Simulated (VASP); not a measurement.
# KTaO3 (Pm-3m) in VASP: single point with PBE

Aim: the single point of KTaO3 with PBE.

All numbers are computed with VASP 6.6.1; they aren't measurements. Logs are shortened: lines on timing, memory, paths and dates and some standing lists are left out, and cuts for length are marked.

## Step 1: The cell of the first run

Symmetry: Pm-3m, No. 221, cubic system. The conventional cell has a = 3.988 Å, b = 3.988 Å, c = 3.988 Å, α = 90.00°, β = 90.00°, γ = 90.00°. Within 3.7 Å of K (site symmetry m-3m) lie 12 O at 2.82 Å and 8 Ta at 3.45 Å. Within 2.6 Å of Ta (site symmetry m-3m) lie 6 O at 1.99 Å. O (site symmetry 4/mmm) has 2 Ta at 1.99 Å within 2.6 Å.

## Step 2: Single point, PBE

The input, INCAR:

```
PREC = Accurate ; ENCUT = 600
EDIFF = 1E-6 ; ISMEAR = 0
SIGMA = 0.01 ; LREAL = F
LASPH = T ; NELM = 120
ALGO = Normal ; ISIF = 2
LWAVE = F ; LCHARG = F
GGA = PE ; NBANDS = 27
GGA_COMPAT = F
```

The input, KPOINTS:

```
Automatic mesh
0
Gamma
  3 3 3
```

The input, POSCAR:

```
KTaO3
1.0
    3.9883000000      0.0000000000      0.0000000000
    0.0000000000      3.9883000000      0.0000000000
    0.0000000000      0.0000000000      3.9883000000
K Ta O
1 1 3
Direct
    0.5000000000      0.5000000000      0.5000000000
    0.0000000000      0.0000000000      0.0000000000
    0.5000000000      0.0000000000      0.0000000000
    0.0000000000      0.5000000000      0.0000000000
    0.0000000000      0.0000000000      0.5000000000
```

Potentials or basis: VASP PAW PBE potentials, release 64 (K_sv, Ta_pv, O).

On the command line:

```sh
> cat potpaw_PBE.64/K_sv/POTCAR potpaw_PBE.64/Ta_pv/POTCAR potpaw_PBE.64/O/POTCAR > POTCAR
> mpirun -np 1 vasp_std > vasp.out
```

OUTCAR:

```text
PREC = Accurate
   ENCUT = 600
   EDIFF = 1E-6
   ISMEAR = 0
   LREAL = F
   LASPH = T
   NELM = 120
   ISIF = 2
   GGA = PE

 ion  position               nearest neighbor table
   1  0.500  0.500  0.500-   3 2.82   4 2.82   5 2.82   3 2.82   4 2.82   3 2.82   5 2.82   3 2.82
                             4 2.82   5 2.82   4 2.82   5 2.82   2 3.45   2 3.45   2 3.45   2 3.45
   2  0.000  0.000  0.000-   3 1.99   4 1.99   5 1.99   5 1.99   4 1.99   3 1.99   1 3.45   1 3.45
                             1 3.45   1 3.45   1 3.45   1 3.45   1 3.45   1 3.45
   3  0.500  0.000  0.000-   2 1.99   2 1.99   1 2.82   1 2.82   1 2.82   1 2.82
   4  0.000  0.500  0.000-   2 1.99   2 1.99   1 2.82   1 2.82   1 2.82   1 2.82
   5  0.000  0.000  0.500-   2 1.99   2 1.99   1 2.82   1 2.82   1 2.82   1 2.82

  LATTYP: Found a simple cubic cell.
 ALAT       =     3.9883000000

  Lattice vectors:

 A1 = (   3.9883000000,   0.0000000000,   0.0000000000)
 A2 = (   0.0000000000,   3.9883000000,   0.0000000000)
 A3 = (   0.0000000000,   0.0000000000,   3.9883000000)

Analysis of symmetry for initial positions (statically):
=====================================================================
 Subroutine PRICEL returns:
 Original cell was already a primitive cell.

 Routine SETGRP: Setting up the symmetry group for a
 simple cubic supercell.

 Subroutine GETGRP returns: Found 48 space group operations
 (whereof 48 operations were pure point group operations)
 out of a pool of 48 trial point group operations.

The static configuration has the point symmetry O_h .

Analysis of symmetry for dynamics (positions and initial velocities):
=====================================================================
 Subroutine PRICEL returns:
 Original cell was already a primitive cell.

 Routine SETGRP: Setting up the symmetry group for a
 simple cubic supercell.

 Subroutine GETGRP returns: Found 48 space group operations
 (whereof 48 operations were pure point group operations)
 out of a pool of 48 trial point group operations.

The dynamic configuration has the point symmetry O_h .

 Subroutine INISYM returns: Found 48 space group operations
 (whereof 48 operations are pure point group operations),
 and found     1 'primitive' translations

----------------------------------------------------------------------------------------

                                     Primitive cell

  volume of cell :      63.4400

  direct lattice vectors                    reciprocal lattice vectors
     3.988300000  0.000000000  0.000000000     0.250733395  0.000000000  0.000000000
     0.000000000  3.988300000  0.000000000     0.000000000  0.250733395  0.000000000
     0.000000000  0.000000000  3.988300000     0.000000000  0.000000000  0.250733395

  length of vectors
     3.988300000  3.988300000  3.988300000     0.250733395  0.250733395  0.250733395

  position of ions in fractional coordinates (direct lattice)
     0.500000000  0.500000000  0.500000000
     0.000000000  0.000000000  0.000000000
     0.500000000  0.000000000  0.000000000
     0.000000000  0.500000000  0.000000000
     0.000000000  0.000000000  0.500000000

  ion indices of the primitive-cell ions
   primitive index   ion index
                 1           1
                 2           2
                 3           3
                 4           4
                 5           5

----------------------------------------------------------------------------------------

 KPOINTS: Automatic mesh

Automatic generation of k-mesh.
 Grid dimensions read from file:
 generate k-points for:    3    3    3

 Generating k-lattice:

  Cartesian coordinates                     Fractional coordinates (reciprocal lattice)
     0.083577798  0.000000000  0.000000000     0.333333333  0.000000000  0.000000000
     0.000000000  0.083577798  0.000000000     0.000000000  0.333333333  0.000000000
     0.000000000  0.000000000  0.083577798     0.000000000  0.000000000  0.333333333

  Length of vectors
     0.083577798  0.083577798  0.083577798

  Shift w.r.t. Gamma in fractional coordinates (k-lattice)
     0.000000000  0.000000000  0.000000000

 Subroutine IBZKPT returns following result:
 ===========================================

 Found      4 irreducible k-points:

 Following reciprocal coordinates:
            Coordinates               Weight
  0.000000  0.000000  0.000000      1.000000
  0.333333  0.000000  0.000000      6.000000
  0.333333  0.333333  0.000000     12.000000
  0.333333  0.333333  0.333333      8.000000
   k-points           NKPTS =      4   k-points in BZ     NKDIM =      4   number of bands    NBANDS=     27
   number of dos      NEDOS =    301   number of ions     NIONS =      5
   total plane-waves  NPLWV =  32768
   dimension x,y,z NGX =    32 NGY =   32 NGZ =   32
   dimension x,y,z NGXF=    64 NGYF=   64 NGZF=   64
   ions per type =               1   1   3
   NGX,Y,Z   is equivalent  to a cutoff of  13.34, 13.34, 13.34 a.u.
   NGXF,Y,Z  is equivalent  to a cutoff of  26.68, 26.68, 26.68 a.u.
 SYSTEM =  unknown system
   PREC   = accura    normal or accurate (medium, high low for compatibility)
   ISTART =      0    job   : 0-new  1-cont  2-samecut
   ICHARG =      2    charge: 1-file 2-atom 10-const
   ISPIN  =      1    spin polarized calculation?
   LNONCOLLINEAR =      F non collinear calculations
   LSORBIT =      F    spin-orbit coupling
   LASPH  =      T    aspherical Exc in radial PAW
   ENCUT  =  600.0 eV  44.10 Ry    6.64 a.u.   7.97  7.97  7.97*2*pi/ulx,y,z
   NELM   =    120;   NELMIN=  2; NELMDL= -5     # of ELM steps
   EDIFF  = 0.1E-05   stopping-criterion for ELM
   LREAL  =      F    real-space projection
   EDIFFG = 0.1E-04   stopping-criterion for IOM
   NSW    =      0    number of steps for IOM
   IBRION =     -1    ionic relax: 0-MD 1-quasi-New 2-CG
   NFREE  =      0    steps in history (QN), initial steepest desc. (CG)
   ISIF   =      2    stress and relaxation
   ISYM   =      2    0-nonsym 1-usesym 2-fastsym
   POTIM  = 0.5000    time-step for ionic-motion
   TEBEG  =    0.0;   TEEND  =   0.0 temperature during run
   PSTRESS=    0.0 pullay stress
   NELECT =      38.0000    total number of electrons
   NUPDOWN=      -1.0000    fix difference up-down
   EMIN   =  10.00;   EMAX   =-10.00  energy-range for DOS
   EFERMI =   0.00;   METHOD = LEGACY
   ISMEAR =     0;   SIGMA  =   0.01  broadening in eV -4-tet -1-fermi 0-gaus
   EFERMI_NEDOS =   21; number of points for ismear=-14 and -15
   IALGO  =     38    algorithm
   IMIX   =      4    mixing-type and parameters
     AMIX     =   0.40;   BMIX     =  1.00
     AMIX_MAG =   1.60;   BMIX_MAG =  1.00
  volume/ion in A,a.u.               =      12.69        85.62
  Fermi-wavevector in a.u.,A,eV,Ry     =   1.380008  2.607837 25.911228  1.904422
  Thomas-Fermi vector in A             =   2.504925
   LORBIT       =      0    0 simple, 1 ext, 2 COOP (PROOUT), +10 PAW based schemes
   GGA     = PE    functional components
   LHFCALC =     F    Hartree Fock is set to
   AEXX    =    0.0000 exact exchange contribution
   IVDW    =     0    specifies the selected vdW correction
   LEPSILON=     F    determine dielectric tensor
   LRPA    =     F    only Hartree local field effects (RPA)
 non-spin polarized calculation
 Gauss-broadening in eV      SIGMA  =   0.01
  energy-cutoff  :      600.00
  volume of cell :       63.44
 maximum number of plane-waves:      2135
 NGX is ok and might be reduce to    32
   NGX = 15   NGY = 15   NGZ = 15

 number of electron      37.9999990 magnetization

 Free energy of the ion-electron system (eV)
  ---------------------------------------------------
  ext. energy  EPLUGINS =         0.00000000
  ---------------------------------------------------
  free energy    TOTEN  =       -40.89608869 eV

  energy without entropy =      -40.89608869  energy(sigma->0) =      -40.89608869

 E-fermi :   1.6139     XC(G=0): -10.8742

 val. band max:        1.5392678297   @ k =   0.3333   0.3333   0.3333
 cond. band min:       3.9308116028   @ k =   0.0000   0.0000   0.0000
 fundamental gap:      2.3915437731
 Fermi energy:         1.6139486254

 k-point     1 :       0.0000    0.0000    0.0000
  band No.  band energies     occupation
      1     -32.4046      2.00000
      2     -32.4046      2.00000
      3     -32.4046      2.00000
      4     -25.5076      2.00000
      5     -15.7306      2.00000
      6     -15.0228      2.00000
[... 19 lines left out ...]
     26       9.8734      0.00000
     27       9.8734      0.00000

 k-point     2 :       0.3333    0.0000    0.0000
  band No.  band energies     occupation
      1     -32.4718      2.00000
      2     -32.4021      2.00000
      3     -32.4021      2.00000
      4     -25.4868      2.00000
      5     -15.6212      2.00000
      6     -15.0057      2.00000
[... 19 lines left out ...]
     26      10.9396      0.00000
     27      11.8208      0.00000

 k-point     3 :       0.3333    0.3333    0.0000
  band No.  band energies     occupation
      1     -32.4689      2.00000
      2     -32.4684      2.00000
      3     -32.3995      2.00000
      4     -25.4736      2.00000
      5     -15.3428      2.00000
      6     -14.4863      2.00000
[... 19 lines left out ...]
     26      12.1806      0.00000
     27      12.9179      0.00000

 k-point     4 :       0.3333    0.3333    0.3333
  band No.  band energies     occupation
      1     -32.4661      2.00000
      2     -32.4656      2.00000
      3     -32.4656      2.00000
      4     -25.4617      2.00000
      5     -14.6267      2.00000
      6     -14.3609      2.00000
[... 19 lines left out ...]
     26      13.0627      0.00000
     27      13.1279      0.00000

------------------------ aborting loop because EDIFF is reached ----------------------------------------

  FORCE on cell =-STRESS in cart. coord.  units (eV):
  Direction    XX          YY          ZZ          XY          YZ          ZX
  --------------------------------------------------------------------------------------
  -------------------------------------------------------------------------------------
  Total        2.4447988      2.4447988      2.4447988      0.0000000      0.0000000      0.0000000
  in kB       61.7433576     61.7433576     61.7433576      0.0000000      0.0000000      0.0000000
  external PRESSURE =      61.7433576 kB  Pullay stress =       0.0000000 kB

 VOLUME and BASIS-vectors are now :
 -----------------------------------------------------------------------------
  energy-cutoff  :      600.00
  volume of cell :       63.44
      direct lattice vectors                 reciprocal lattice vectors
     3.988300000  0.000000000  0.000000000     0.250733395  0.000000000  0.000000000
     0.000000000  3.988300000  0.000000000     0.000000000  0.250733395  0.000000000
     0.000000000  0.000000000  3.988300000     0.000000000  0.000000000  0.250733395

 POSITION                                       TOTAL-FORCE (eV/Angst)
 -----------------------------------------------------------------------------------
      1.99415      1.99415      1.99415         0.000000      0.000000      0.000000
      0.00000      0.00000      0.00000         0.000000      0.000000      0.000000
      1.99415      0.00000      0.00000         0.000000      0.000000      0.000000
      0.00000      1.99415      0.00000         0.000000      0.000000      0.000000
      0.00000      0.00000      1.99415         0.000000      0.000000      0.000000
 -----------------------------------------------------------------------------------
    total drift:                                0.000000      0.000000     -0.000000

  FREE ENERGIE OF THE ION-ELECTRON SYSTEM (eV)
  ---------------------------------------------------
  free  energy   TOTEN  =       -40.8960886942 eV

  energy  without entropy=      -40.8960886942  energy(sigma->0) =      -40.89608869
```

Run time: 6.8 s. Hardware: 1 thread of AMD EPYC 7R13 (Zen 3), shared host; peak memory 0.15 GiB.

Results:

```yaml
Free_energy: -40.8961 eV
Pressure: 6.2 GPa
Band_gap_on_the_k_mesh: 2.39 eV, indirect (least direct gap 2.73 eV)
```

Caveat: the k points lie up to 0.53 Å⁻¹ apart; spin-orbit coupling is left out, which moves the levels of the heavy elements. A k mesh can miss the band edges.
